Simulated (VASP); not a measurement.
# Ti3Al11 in VASP: relaxation of the atoms with PBE+D3(BJ)

Aim: the relaxation of the atoms of Ti3Al11 with PBE+D3(BJ).

Program: VASP 6.6.1. These are calculated values, not measurements. Logs are shortened: lines on timing, memory, paths and dates and some standing lists are left out, and cuts for length are marked.

## (1) The cell of the first run

The cell holds a slab with vacuum, 14 atoms: a = 5.025 Å, b = 5.025 Å, c = 25.049 Å, α = 90.00°, β = 90.00°, γ = 64.55°.

## (2) Relaxation of the atoms, PBE+D3(BJ)

Contents of INCAR:

```
SYSTEM = Ti3Al11
PREC = Accurate ; ENCUT = 450
EDIFF = 1E-7 ; ISMEAR = 0
SIGMA = 0.1 ; LREAL = .FALSE.
LASPH = .TRUE. ; NELM = 120
ALGO = Normal ; ISIF = 2
LWAVE = .FALSE. ; LCHARG = .FALSE.
LDIPOL = .TRUE. ; IDIPOL = 3
DIPOL = 0.5 0.5 0.500 ; GGA = PE
IVDW = 12 ; IBRION = 2
NSW = 90 ; EDIFFG = -0.03
GGA_COMPAT = .FALSE. ; NELMIN = 4
NELMDL = -8 ; KPAR = 4
```

Contents of KPOINTS:

```
Automatic mesh
0
G
  7 7 1
  0 0 0
```

Contents of POSCAR:

```
Ti3Al11
1.0
    5.0246414113      0.0000000000      0.0000000000
    2.1590534720      4.5371256779      0.0000000000
    0.0000000000      0.0000000000     25.0494399322
Al Ti
11 3
Selective dynamics
Direct
    0.5000000000      0.0000000000      0.3393289440  F F F
    0.0000000000      0.5000000000      0.3393289440  F F F
    0.0000000000      0.0000000000      0.3928859627  F F F
    0.0000000000      0.5000000000      0.4464429813  F F F
    0.5000000000      0.0000000000      0.4464429813  F F F
    0.5000000000      0.5000000000      0.5000000000  T T T
    0.5000000000      0.0000000000      0.5535570187  T T T
    0.0000000000      0.5000000000      0.5535570187  T T T
    0.0000000000      0.0000000000      0.6071140373  T T T
    0.0000000000      0.5000000000      0.6606710560  T T T
    0.5000000000      0.0000000000      0.6606710560  T T T
    0.5000000000      0.5000000000      0.3928859627  F F F
    0.0000000000      0.0000000000      0.5000000000  T T T
    0.5000000000      0.5000000000      0.6071140373  T T T
```

Potentials or basis: VASP PAW PBE potentials, release 64 (Al, Ti_sv).

Launch:

```sh
cat potpaw_PBE.64/Al/POTCAR potpaw_PBE.64/Ti_sv/POTCAR > POTCAR
mpirun -np 4 vasp_std > vasp.out
```

OUTCAR:

```text
SYSTEM = Ti3Al11
   PREC = Accurate
   ENCUT = 450
   EDIFF = 1E-7
   ISMEAR = 0
   LREAL = .FALSE.
   LASPH = .TRUE.
   NELM = 120
   ISIF = 2
   GGA = PE
   IVDW = 12
   IBRION = 2
   NSW = 90
   EDIFFG = -0.03
   NELMIN = 4
   NELMDL = -8
 IVDW          = 12

 ion  position               nearest neighbor table
   1  0.500  0.000  0.339-   5 2.68   2 2.68   2 2.68  12 2.85  12 2.85   3 2.85   3 2.85
   2  0.000  0.500  0.339-   4 2.68   1 2.68   1 2.68   3 2.85   3 2.85  12 2.85  12 2.85
   3  0.000  0.000  0.393-  13 2.68  12 2.68  12 2.68   4 2.85   4 2.85   5 2.85   5 2.85   2 2.85
                             2 2.85   1 2.85   1 2.85
   4  0.000  0.500  0.446-   2 2.68   5 2.68   5 2.68   8 2.68   3 2.85   3 2.85  12 2.85  12 2.85
                            13 2.85  13 2.85   6 2.85   6 2.85
   5  0.500  0.000  0.446-   1 2.68   4 2.68   4 2.68   7 2.68  12 2.85  12 2.85   3 2.85   3 2.85
                             6 2.85   6 2.85  13 2.85  13 2.85
   6  0.500  0.500  0.500-  12 2.68  14 2.68  13 2.68  13 2.68   5 2.85   7 2.85   5 2.85   7 2.85
                             4 2.85   4 2.85   8 2.85   8 2.85
   7  0.500  0.000  0.554-  11 2.68   8 2.68   8 2.68   5 2.68  14 2.85  14 2.85   9 2.85   9 2.85
                             6 2.85   6 2.85  13 2.85  13 2.85
   8  0.000  0.500  0.554-  10 2.68   7 2.68   7 2.68   4 2.68   9 2.85   9 2.85  14 2.85  14 2.85
                            13 2.85  13 2.85   6 2.85   6 2.85
   9  0.000  0.000  0.607-  13 2.68  14 2.68  14 2.68   8 2.85   8 2.85   7 2.85   7 2.85  10 2.85
                            10 2.85  11 2.85  11 2.85
  10  0.000  0.500  0.661-   8 2.68  11 2.68  11 2.68   9 2.85   9 2.85  14 2.85  14 2.85
  11  0.500  0.000  0.661-   7 2.68  10 2.68  10 2.68  14 2.85  14 2.85   9 2.85   9 2.85
  12  0.500  0.500  0.393-   6 2.68   3 2.68   3 2.68   5 2.85   5 2.85   4 2.85   4 2.85   1 2.85
                             1 2.85   2 2.85   2 2.85
  13  0.000  0.000  0.500-   3 2.68   9 2.68   6 2.68   6 2.68   4 2.85   8 2.85   8 2.85   4 2.85
                             5 2.85   5 2.85   7 2.85   7 2.85
  14  0.500  0.500  0.607-   6 2.68   9 2.68   9 2.68   7 2.85   7 2.85   8 2.85   8 2.85  11 2.85
                            11 2.85  10 2.85  10 2.85

  LATTYP: Found a base centered orthorhombic cell.
 ALAT       =     5.3662932882
 B/A-ratio  =     1.5833140612
 C/A-ratio  =     4.6679222672

  Lattice vectors:

 A1 = (  -2.1590534720,  -4.5371256779,   0.0000000000)
 A2 = (   5.0246414113,   0.0000000000,   0.0000000000)
 A3 = (   0.0000000000,   0.0000000000,  25.0494399322)

Analysis of symmetry for initial positions (statically):
=====================================================================
 Subroutine PRICEL returns:
 Original cell was already a primitive cell.

 Routine SETGRP: Setting up the symmetry group for a
 base centered orthorhombic supercell.

 Subroutine GETGRP returns: Found  8 space group operations
 (whereof  8 operations were pure point group operations)
 out of a pool of  8 trial point group operations.

The static configuration has the point symmetry D_2h.

Analysis of symmetry for dynamics (positions and initial velocities):
=====================================================================
 Subroutine PRICEL returns:
 Original cell was already a primitive cell.

 Routine SETGRP: Setting up the symmetry group for a
 base centered orthorhombic supercell.

 Subroutine GETGRP returns: Found  8 space group operations
 (whereof  8 operations were pure point group operations)
 out of a pool of  8 trial point group operations.

The dynamic configuration has the point symmetry D_2h.

Analysis of constrained symmetry for selective dynamics:
=====================================================================
 Subroutine PRICEL returns:
 Original cell was already a primitive cell.

 Routine SETGRP: Setting up the symmetry group for a
 base centered orthorhombic supercell.

 Subroutine GETGRP returns: Found  4 space group operations
 (whereof  4 operations were pure point group operations)
 out of a pool of  8 trial point group operations.

The constrained configuration has the point symmetry C_2v.

 Subroutine INISYM returns: Found  4 space group operations
 (whereof  4 operations are pure point group operations),
 and found     1 'primitive' translations

----------------------------------------------------------------------------------------

                                     Primitive cell

  volume of cell :     571.0628

  direct lattice vectors                    reciprocal lattice vectors
     5.024641411  0.000000000  0.000000000     0.199019177 -0.094706005  0.000000000
     2.159053472  4.537125678  0.000000000     0.000000000  0.220403857  0.000000000
     0.000000000  0.000000000 25.049439932     0.000000000  0.000000000  0.039921052

  length of vectors
     5.024641411  5.024641411 25.049439932     0.220403857  0.220403857  0.039921052

  position of ions in fractional coordinates (direct lattice)
     0.500000000  0.000000000  0.339328944
     0.000000000  0.500000000  0.339328944
     0.000000000  0.000000000  0.392885963
     0.000000000  0.500000000  0.446442981
     0.500000000  0.000000000  0.446442981
     0.500000000  0.500000000  0.500000000
     0.500000000  0.000000000  0.553557019
[... 26 lines left out ...]

 KPOINTS: Automatic mesh

Automatic generation of k-mesh.
 Grid dimensions read from file:
 generate k-points for:    7    7    1

 Generating k-lattice:

  Cartesian coordinates                     Fractional coordinates (reciprocal lattice)
     0.028431311 -0.013529429  0.000000000     0.142857143  0.000000000  0.000000000
     0.000000000  0.031486265  0.000000000     0.000000000  0.142857143  0.000000000
     0.000000000  0.000000000  0.039921052     0.000000000  0.000000000  1.000000000

  Length of vectors
     0.031486265  0.031486265  0.039921052

  Shift w.r.t. Gamma in fractional coordinates (k-lattice)
     0.000000000  0.000000000  0.000000000

 Subroutine IBZKPT returns following result:
 ===========================================

 Found     16 irreducible k-points:

 Following reciprocal coordinates:
            Coordinates               Weight
  0.000000  0.000000  0.000000      1.000000
  0.142857  0.000000  0.000000      4.000000
  0.285714 -0.000000  0.000000      4.000000
  0.428571  0.000000  0.000000      4.000000
  0.142857  0.142857  0.000000      2.000000
  0.285714  0.142857  0.000000      4.000000
[... 8 lines left out ...]
  0.428571  0.428571  0.000000      2.000000
 -0.428571  0.428571  0.000000      2.000000
   k-points           NKPTS =     16   k-points in BZ     NKDIM =     16   number of bands    NBANDS=     42
   number of dos      NEDOS =    301   number of ions     NIONS =     14
   total plane-waves  NPLWV = 233280
   dimension x,y,z NGX =    36 NGY =   36 NGZ =  180
   dimension x,y,z NGXF=    72 NGYF=   72 NGZF=  360
   ions per type =              11   3
   NGX,Y,Z   is equivalent  to a cutoff of  11.91, 11.91, 11.95 a.u.
   NGXF,Y,Z  is equivalent  to a cutoff of  23.82, 23.82, 23.89 a.u.
 SYSTEM =  Ti3Al11
   PREC   = accura    normal or accurate (medium, high low for compatibility)
   ISTART =      0    job   : 0-new  1-cont  2-samecut
   ICHARG =      2    charge: 1-file 2-atom 10-const
   ISPIN  =      1    spin polarized calculation?
   LNONCOLLINEAR =      F non collinear calculations
   LSORBIT =      F    spin-orbit coupling
   LASPH  =      T    aspherical Exc in radial PAW
   ENCUT  =  450.0 eV  33.07 Ry    5.75 a.u.   8.69  8.69 43.33*2*pi/ulx,y,z
   NELM   =    120;   NELMIN=  4; NELMDL= -8     # of ELM steps
   EDIFF  = 0.1E-06   stopping-criterion for ELM
   LREAL  =      F    real-space projection
   EDIFFG = -.3E-01   stopping-criterion for IOM
   NSW    =     90    number of steps for IOM
   IBRION =      2    ionic relax: 0-MD 1-quasi-New 2-CG
   NFREE  =      1    steps in history (QN), initial steepest desc. (CG)
   ISIF   =      2    stress and relaxation
   ISYM   =      2    0-nonsym 1-usesym 2-fastsym
   POTIM  = 0.5000    time-step for ionic-motion
   TEBEG  =    0.0;   TEEND  =   0.0 temperature during run
   PSTRESS=    0.0 pullay stress
   NELECT =      69.0000    total number of electrons
   NUPDOWN=      -1.0000    fix difference up-down
   EMIN   =  10.00;   EMAX   =-10.00  energy-range for DOS
   EFERMI =   0.00;   METHOD = LEGACY
   ISMEAR =     0;   SIGMA  =   0.10  broadening in eV -4-tet -1-fermi 0-gaus
   EFERMI_NEDOS =   21; number of points for ismear=-14 and -15
   IALGO  =     38    algorithm
   IMIX   =      4    mixing-type and parameters
     AMIX     =   0.40;   BMIX     =  1.00
     AMIX_MAG =   1.60;   BMIX_MAG =  1.00
  volume/ion in A,a.u.               =      40.79       275.27
  Fermi-wavevector in a.u.,A,eV,Ry     =   0.809338  1.529427  8.912195  0.655028
  Thomas-Fermi vector in A             =   1.918310
   LORBIT       =      0    0 simple, 1 ext, 2 COOP (PROOUT), +10 PAW based schemes
   GGA     = PE    functional components
   LHFCALC =     F    Hartree Fock is set to
   AEXX    =    0.0000 exact exchange contribution
   IVDW    =    12    specifies the selected vdW correction
   LEPSILON=     F    determine dielectric tensor
   LRPA    =     F    only Hartree local field effects (RPA)
 conjugate gradient relaxation of ions
 non-spin polarized calculation
 Gauss-broadening in eV      SIGMA  =   0.10
  energy-cutoff  :      450.00
  volume of cell :      571.06
 maximum number of plane-waves:     12445
   NGX = 17   NGY = 17   NGZ = 87

--------------------------------------- Ionic step        1  -------------------------------------------

 number of electron      68.9999994 magnetization

 Free energy of the ion-electron system (eV)
  ---------------------------------------------------
  ext. energy  EPLUGINS =         0.00000000
  ---------------------------------------------------
  free energy    TOTEN  =       -65.70776016 eV

  energy without entropy =      -65.66007417  energy(sigma->0) =      -65.68391717

------------------------ aborting loop because EDIFF is reached ----------------------------------------

 Edisp (eV)   -4.45977

 E8    (eV) :    -2.1024
[... 141 lines left out ...]
  FREE ENERGIE OF THE ION-ELECTRON SYSTEM (eV)
  ---------------------------------------------------
  free  energy   TOTEN  =       -70.2460704079 eV

  energy  without entropy=      -70.1995916962  energy(sigma->0) =      -70.22283105

[... ionic steps 4 to 8 ...]

--------------------------------------- Ionic step        9  -------------------------------------------

 number of electron      68.9999997 magnetization

------------------------ aborting loop because EDIFF is reached ----------------------------------------
[... 93 lines left out ...]
  FREE ENERGIE OF THE ION-ELECTRON SYSTEM (eV)
  ---------------------------------------------------
  free  energy   TOTEN  =       -70.2648495555 eV

  energy  without entropy=      -70.2193451034  energy(sigma->0) =      -70.24209733

 dipolmoment           0.000000      0.000000     -0.000187 electrons x Angstroem

--------------------------------------- Ionic step       11  -------------------------------------------

 number of electron      68.9999995 magnetization

 dipolmoment           0.000000      0.000000      0.000936 electrons x Angstroem

 Free energy of the ion-electron system (eV)
  ---------------------------------------------------
  ext. energy  EPLUGINS =         0.00000000
  ---------------------------------------------------
  free energy    TOTEN  =       -65.83080166 eV

  energy without entropy =      -65.78542185  energy(sigma->0) =      -65.80811176

 E-fermi :   0.6580     XC(G=0):  -4.9271

 val. band max:        0.6441546554   @ k =  -0.2857   0.1429   0.0000
 cond. band min:       0.6613775933   @ k =  -0.4286   0.4286   0.0000
 fundamental gap:      0.0172229379
 Fermi energy:         0.6580321801

 k-point     1 :       0.0000    0.0000    0.0000
  band No.  band energies     occupation
      1     -55.8298      2.00000
      2     -55.7939      2.00000
      3     -55.7316      2.00000
      4     -32.2407      2.00000
      5     -32.2010      2.00000
      6     -32.0656      2.00000
[... 709 lines left out ...]
     41       2.2774      0.00000
     42       2.4168      0.00000

------------------------ aborting loop because EDIFF is reached ----------------------------------------

 vacuum level on the upper side and lower side of the slab       (xc-potential included)        -0.123        -0.122

 Edisp (eV)   -4.43418

 E8    (eV) :    -2.0896

  FORCE on cell =-STRESS in cart. coord.  units (eV):
  Direction    XX          YY          ZZ          XY          YZ          ZX
  --------------------------------------------------------------------------------------
  -------------------------------------------------------------------------------------
  Total      -3.77667    -2.69600    -0.85082    -1.13548     0.00000     0.00000
  in kB     -10.59585    -7.56392    -2.38706    -3.18571     0.00000     0.00000
  external pressure =       -6.85 kB  Pullay stress =        0.00 kB
[... 29 lines left out ...]
  FREE ENERGIE OF THE ION-ELECTRON SYSTEM (eV)
  ---------------------------------------------------
  free  energy   TOTEN  =       -70.2649789180 eV

  energy  without entropy=      -70.2195991100  energy(sigma->0) =      -70.24228901

 reached required accuracy - stopping structural energy minimisation

 vacuum level on the upper side and lower side of the slab         4.700         4.702
```

It took 18 min on 4 MPI ranks of Intel Xeon Platinum 8488C (Sapphire Rapids), shared host; peak memory 0.73 GiB.

What came out:

```yaml
Free_energy: -70.2650 eV
Energy_gained_by_relaxing: 7.0 meV/atom
Ionic_steps: 11
Band_gap_on_the_k_mesh: zero (an odd number of electrons rules out a gap without spin polarisation)
Dispersion_energy_per_atom: -0.317 eV
```

Step by step:
```csv
step,energy change (eV),largest force on free atoms (eV/Å),pressure (GPa)
1,0.0000,0.8192,-0.59
2,-0.0371,0.6115,-0.58
3,-0.0785,0.3530,-0.52
4,-0.0905,0.1262,-0.53
5,-0.0931,0.0922,-0.54
6,-0.0947,0.0558,-0.56
7,-0.0960,0.0528,-0.59
8,-0.0966,0.0374,-0.61
9,-0.0973,0.0556,-0.68
10,-0.0973,0.0396,-0.66
11,-0.0974,0.0299,-0.68
```

Final structure:
```cif
data_structure
_symmetry_space_group_name_H-M 'P 1'
_symmetry_Int_Tables_number 1
_cell_length_a 5.0246
_cell_length_b 5.0246
_cell_length_c 25.0494
_cell_angle_alpha 90.000
_cell_angle_beta 90.000
_cell_angle_gamma 64.552
_cell_volume 571.06
loop_
_atom_site_label
_atom_site_type_symbol
_atom_site_fract_x
_atom_site_fract_y
_atom_site_fract_z
_atom_site_occupancy
Al1 Al 0.50000 0.00000 0.33933 1
Al2 Al 0.00000 0.50000 0.33933 1
Al3 Al 0.00000 0.00000 0.39289 1
Al4 Al 0.00000 0.50000 0.44644 1
Al5 Al 0.50000 0.00000 0.44644 1
Al6 Al 0.50000 0.50000 0.50093 1
Al7 Al 0.50000 0.00000 0.55461 1
Al8 Al 0.00000 0.50000 0.55461 1
Al9 Al 0.00000 0.00000 0.61614 1
Al10 Al 0.00000 0.50000 0.66009 1
Al11 Al 0.50000 0.00000 0.66009 1
Ti1 Ti 0.50000 0.50000 0.39289 1
Ti2 Ti 0.00000 0.00000 0.50229 1
Ti3 Ti 0.50000 0.50000 0.60907 1
```
